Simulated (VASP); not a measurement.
A run of VASP 6.6.1 is set up as follows.

INCAR

```
ALGO = Normal
EDIFF = 1E-7
ENCUT = 520
GGA = PE
ISIF = 2
ISMEAR = 0
LASPH = True
LCHARG = False
LREAL = False
LWAVE = False
NBANDS = 18
NELM = 60
PREC = Accurate
SIGMA = 0.1
```

File KPOINTS:

```
k-points
0
Gamma
  6 6 6
```

File POSCAR:

```
Si4C
1.0
   -3.0755714600      3.0755714600      1.9451621900
    3.0755714600     -3.0755714600      1.9451621900
    3.0755714600      3.0755714600     -1.9451621900
Si C
4 1
Direct
    0.8000000000      0.4000000000      0.2000000000
    0.2000000000      0.6000000000      0.8000000000
    0.6000000000      0.8000000000      0.4000000000
    0.4000000000      0.2000000000      0.6000000000
    0.0000000000      0.0000000000      0.0000000000
```

Potentials or basis: VASP PAW PBE potentials, release 64 (Si, C).

Command:

```bash
$ cat potpaw_PBE.64/Si/POTCAR potpaw_PBE.64/C/POTCAR > POTCAR
$ mpirun -np 1 vasp_std > vasp.out
```

Predict the band gap on the k mesh.

zero (bands 10 and 11 overlap by 1.94 eV).

What does it give for the pressure?

-11.1 GPa.

Forces in eV/Å, atoms in the order of the input:
```
Si  -0.108 -0.464  0.000
Si   0.108  0.464  0.000
Si  -0.464  0.108  0.000
Si   0.464 -0.108  0.000
C    0.000  0.000  0.000
```

Caveat: the cell stands under tension.
